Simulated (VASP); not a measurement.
# GaN (P6/mmm) in VASP: notebook, part 2 of 2

VASP 6.6.1. The steps go on from the part before.

### 3 Single point, PBEsol-based screened hybrid

Input file POSCAR:

```
GaN
1.0
    5.2303800000      0.0000000000      0.0000000000
   -2.6151900000      4.5296400000      0.0000000000
    0.0000000000      0.0000000000      3.3901000000
Ga N
1 1
Direct
    0.0000000000      0.0000000000      0.5000000000
    0.0000000000      0.0000000000      0.0000000000
```

Input file INCAR.step1:

```
PREC     = Accurate       # precision mode
ENCUT    = 520            # plane-wave cutoff, eV
EDIFF    = 1E-5           # SCF threshold, eV
ISMEAR   = -1             # smearing method
SIGMA    = 0.05           # smearing width, eV
LREAL    = F              # projectors in reciprocal space
LASPH    = T              # aspherical terms in the spheres
NELM     = 60             # most SCF steps
ALGO     = Normal         # electronic algorithm
ISIF     = 2              # what is computed and relaxed
LWAVE    = T              # write WAVECAR
LCHARG   = F              # write CHGCAR
NBANDS   = 16             # bands
GGA      = PE             # functional
```

Input file INCAR.step2:

```
PREC     = Accurate       # precision mode
ENCUT    = 520            # plane-wave cutoff, eV
EDIFF    = 1E-6           # SCF threshold, eV
ISMEAR   = -1             # smearing method
SIGMA    = 0.05           # smearing width, eV
LREAL    = F              # projectors in reciprocal space
LASPH    = T              # aspherical terms in the spheres
NELM     = 60             # most SCF steps
ALGO     = Normal         # electronic algorithm
ISIF     = 2              # what is computed and relaxed
LWAVE    = F              # write WAVECAR
LCHARG   = F              # write CHGCAR
GGA      = PS             # functional
LHFCALC  = T              # exact exchange
AEXX     = 0.25           # exact-exchange fraction
HFSCREEN = 0.207          # screening, 1/A
PRECFOCK = Normal       
NBANDS   = 16             # bands
ISTART   = 1
```

Input file KPOINTS:

```
Automatic mesh
0
Gamma
  3 3 4
```

Potentials or basis: VASP PAW PBE potentials, release 64 (Ga_d, N).

Run with:

```console
> cat potpaw_PBE.64/Ga_d/POTCAR potpaw_PBE.64/N/POTCAR > POTCAR
> cp INCAR.step1 INCAR
> mpirun -np 1 vasp_std > vasp.out
> cp INCAR.step2 INCAR
> mpirun -np 1 vasp_std > vasp.out
```

Wall time 3.3 min (1 thread of Intel Xeon 6975P-C (Granite Rapids), shared host); peak memory 0.31 GiB.

The run converged. Its results:

```
Free energy            : -12.2198 eV
Pressure               : -2.0 GPa
Band gap on the k mesh : 2.38 eV, indirect (least direct gap 4.20 eV)
```

Stress tensor (GPa, compression positive):
```
 0.03  0.00  0.00
 0.00  0.03  0.00
 0.00  0.00 -5.95
```

Levels at points of the mesh, in eV from the valence-band top:
| k point | band 6 | band 7 | band 8 | band 9 | band 10 | band 11 | band 12 | band 13 |
| --- | --- | --- | --- | --- | --- | --- | --- | --- |
| (0.00, 0.00, 0.00) | -12.96 | -3.87 | -1.82 | -1.82 | 2.38 | 7.38 | 9.15 | 9.15 |
| (0.00, 0.00, 0.50) | -14.19 | -6.80 | 0.00 | 0.00 | 5.63 | 5.63 | 6.62 | 7.60 |

Caveat: the k points lie up to 0.46 Å⁻¹ apart; the PAW data sets were made with another functional, which shifts forces and pressure a little. A k mesh can miss the band edges.

### 4 Single point, r2SCAN0

POSCAR is that of step 3.

Input file INCAR.step1:

```
SYSTEM = GaN
PREC = Accurate
ENCUT = 520
EDIFF = 1E-5
ISMEAR = -1
SIGMA = 0.05
LREAL = .False.
LASPH = .True.
NELM = 100
ALGO = Normal
ISIF = 2
LWAVE = .True.
GGA = PE
NBANDS = 16
```

Input file INCAR.step2:

```
SYSTEM = GaN
PREC = Accurate
ENCUT = 520
EDIFF = 1E-6
ISMEAR = -1
SIGMA = 0.05
LREAL = .False.
LASPH = .True.
NELM = 100
ALGO = Normal
ISIF = 2
LWAVE = .False.
LCHARG = .True.
METAGGA = R2SCAN
LHFCALC = .True.
AEXX = 0.25
LMIXTAU = .True.
PRECFOCK = Normal
LELF = .True.
LVHAR = .True.
ISTART = 1
NBANDS = 16
```

Input file KPOINTS:

```
Automatic mesh
0
Gamma
  3 3 4
  0 0 0
```

Potentials or basis: VASP PAW PBE potentials, release 64 (Ga_d, N).

Run with:

```console
> cat potpaw_PBE.64/Ga_d/POTCAR potpaw_PBE.64/N/POTCAR > POTCAR
> cp INCAR.step1 INCAR
> mpirun -np 1 vasp_std > vasp.out
> cp INCAR.step2 INCAR
> mpirun -np 1 vasp_std > vasp.out
```

OUTCAR:

```text
SYSTEM = GaN
   PREC = Accurate
   ENCUT = 520
   EDIFF = 1E-6
   ISMEAR = -1
   LREAL = .False.
   LASPH = .True.
   NELM = 100
   ISIF = 2
   METAGGA = R2SCAN
   LHFCALC = .True.
   AEXX = 0.25
   PRECFOCK = Normal
   ISTART = 1

 ion  position               nearest neighbor table
   1  0.000  0.000  0.500-   2 1.70   2 1.70
   2  0.000  0.000  0.000-   1 1.70   1 1.70

  LATTYP: Found a hexagonal cell.
 ALAT       =     5.2303800000
[... 350 lines left out ...]
     16       9.1318      0.00000

------------------------ aborting loop because EDIFF is reached ----------------------------------------

  FORCE on cell =-STRESS in cart. coord.  units (eV):
  Direction    XX          YY          ZZ          XY          YZ          ZX
  --------------------------------------------------------------------------------------
  -------------------------------------------------------------------------------------
  Total       -0.0755637     -0.0755636     -2.3208565      0.0000000     -0.0000000      0.0000000
  in kB       -1.5073505     -1.5073492    -46.2966353      0.0000000     -0.0000000      0.0000000
  external PRESSURE =     -16.4371116 kB  Pullay stress =       0.0000000 kB

 VOLUME and BASIS-vectors are now :
 -----------------------------------------------------------------------------
  energy-cutoff  :      520.00
  volume of cell :       80.32
      direct lattice vectors                 reciprocal lattice vectors
     5.230380000  0.000000000  0.000000000     0.191190697  0.110384048  0.000000000
    -2.615190000  4.529640000  0.000000000     0.000000000  0.220768096  0.000000000
     0.000000000  0.000000000  3.390100000     0.000000000  0.000000000  0.294976549

 POSITION                                       TOTAL-FORCE (eV/Angst)
 -----------------------------------------------------------------------------------
      0.00000      0.00000      1.69505         0.000000      0.000000      0.000000
      0.00000      0.00000      0.00000        -0.000000      0.000000      0.000000
 -----------------------------------------------------------------------------------
    total drift:                                0.000000     -0.000000     -0.000001

  FREE ENERGIE OF THE ION-ELECTRON SYSTEM (eV)
  ---------------------------------------------------
  free  energy   TOTEN  =       -19.8655227336 eV

  energy  without entropy=      -19.8655227336  energy(sigma->0) =      -19.86552273
```

OSZICAR.step1:

```text
N       E                     dE             d eps       ncg     rms          rms(c)
DAV:   1     0.105946757927E+03    0.10595E+03   -0.83650E+03   288   0.127E+03
DAV:   2     0.111181040740E+01   -0.10483E+03   -0.95677E+02   336   0.303E+02
DAV:   3    -0.130811169104E+02   -0.14193E+02   -0.14102E+02   296   0.915E+01
DAV:   4    -0.134710252213E+02   -0.38991E+00   -0.38971E+00   408   0.169E+01
DAV:   5    -0.134759604440E+02   -0.49352E-02   -0.49352E-02   344   0.154E+00    0.104E+01
DAV:   6    -0.952351549489E+01    0.39524E+01   -0.17196E+01   400   0.529E+01    0.417E+00
DAV:   7    -0.946454025059E+01    0.58975E-01   -0.94428E-01   296   0.896E+00    0.236E+00
DAV:   8    -0.944129688692E+01    0.23243E-01   -0.34392E-01   320   0.435E+00    0.178E+00
DAV:   9    -0.942211613516E+01    0.19181E-01   -0.65317E-02   328   0.270E+00    0.558E-01
DAV:  10    -0.942593480834E+01   -0.38187E-02   -0.52244E-03   320   0.102E+00    0.226E-01
DAV:  11    -0.942560842910E+01    0.32638E-03   -0.18081E-03   408   0.548E-01    0.196E-01
DAV:  12    -0.942562593653E+01   -0.17507E-04   -0.13209E-04   336   0.894E-02    0.144E-01
DAV:  13    -0.942563926611E+01   -0.13330E-04   -0.52121E-05   304   0.970E-02    0.224E-02
DAV:  14    -0.942563932640E+01   -0.60289E-07   -0.21028E-06   288   0.123E-02
   1 F= -.94256393E+01 E0= -.94256383E+01  d E =-.199201E-05
```

Run time: 3.8 min. Hardware: 1 thread of Intel Xeon 6975P-C (Granite Rapids), shared host; peak memory 0.22 GiB.

What came out:

- Free energy: -19.8655 eV
- Pressure: -1.6 GPa
- Band gap on the k mesh: 3.29 eV, indirect (least direct gap 5.13 eV)

Levels at points of the mesh, in eV from the valence-band top:
| k point | band 5 | band 6 | band 7 | band 8 | band 9 | band 10 | band 11 | band 12 | band 13 | band 14 |
| --- | --- | --- | --- | --- | --- | --- | --- | --- | --- | --- |
| (0.00, 0.00, 0.00) | -16.65 | -13.35 | -3.82 | -1.84 | -1.84 | 3.29 | 8.43 | 10.31 | 10.31 | 10.39 |
| (0.00, 0.00, 0.50) | -16.76 | -14.75 | -6.78 | 0.00 | 0.00 | 6.78 | 6.78 | 7.57 | 8.55 | 13.24 |

Caveat: the k points lie up to 0.46 Å⁻¹ apart; the PAW data sets were made with another functional, which shifts forces and pressure a little.

### 5 Summary

| level | share of exact exchange | screening parameter | gap on the mesh (eV) | pressure (GPa) |
| --- | --- | --- | --- | --- |
| PBE-based screened hybrid | 0.25 | 0.3 1/Å | 2.12 | -1.2 |
| PBEsol-based screened hybrid | 0.25 | 0.207 1/Å | 2.38 | -2.0 |
| r2SCAN0 | - | - | 3.29 | -1.6 |

Alike in all rows: task single point; potentials or basis VASP PAW PBE potentials, release 64 (Ga_d, N); no spin polarisation; cell as given; k mesh 3 × 3 × 4; cutoff (eV) 520; smearing fermi-dirac 0.05 eV.

Caveats: all runs use coarse meshes; the PAW data sets were made with another functional, which shifts forces and pressure a little.

Absolute energies hang on the potentials; compare differences alone.
